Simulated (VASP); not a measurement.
Crystal: ZrO2.

```xyz
6
Lattice="3.7296 0.0000 0.0000 0.0000 3.7296 0.0000 0.0000 0.0000 5.4409" Properties=species:S:1:pos:R:3 pbc="T T T"
Zr    0.0000    0.0000    0.0000
Zr    1.8648    1.8648    2.7205
O     0.0000    1.8648    1.7199
O     0.0000    1.8648    4.4403
O     1.8648    0.0000    3.7210
O     1.8648    0.0000    1.0006
```

This cell differs from its parent crystal: equal strain along all axes, cell held: +3.0 %.

| Item | Value |
| --- | --- |
| Program | VASP 6.6.1 |
| Task | relaxation of the atoms |
| Functional | PBE |
| Potentials or basis | VASP PAW PBE potentials, release 64 (Zr_sv, O) |
| Cutoff | 520 eV |
| k mesh | 6 × 6 × 4 |
| Occupations | gaussian, width 0.02 eV |
| Spin | no spin polarisation |

At the start: pressure -14.4 GPa; volume 12.61 Å³/atom.

How do energy, volume and symmetry change on relaxing?

Over 4 steps the energy falls by 3.4 meV/atom; space group P4_2/nmc (No. 137, to 0.1 Å) before and after.

The path:
```
step  energy change (eV)  largest force (eV/Å)  pressure (GPa)
   1              0.0000                0.2251          -14.42
   2             -0.0087                0.1731          -13.92
   3             -0.0203                0.0127          -12.40
   4             -0.0204                0.0008          -12.28
```

Final structure:
```
Zr O
1.0
     3.72963    0.00000    0.00000
     0.00000    3.72963    0.00000
     0.00000    0.00000    5.44091
Zr O
2 4
Cartesian
  0.0000 0.0000 0.0000
  1.8648 1.8648 2.7205
  0.0000 1.8648 1.7640
  3.7296 1.8648 4.4845
  1.8648 0.0000 3.6769
  1.8648 0.0000 0.9564
```

Caveat: the cell differs from its parent crystal (equal strain along all axes, cell held: +3.0 %).
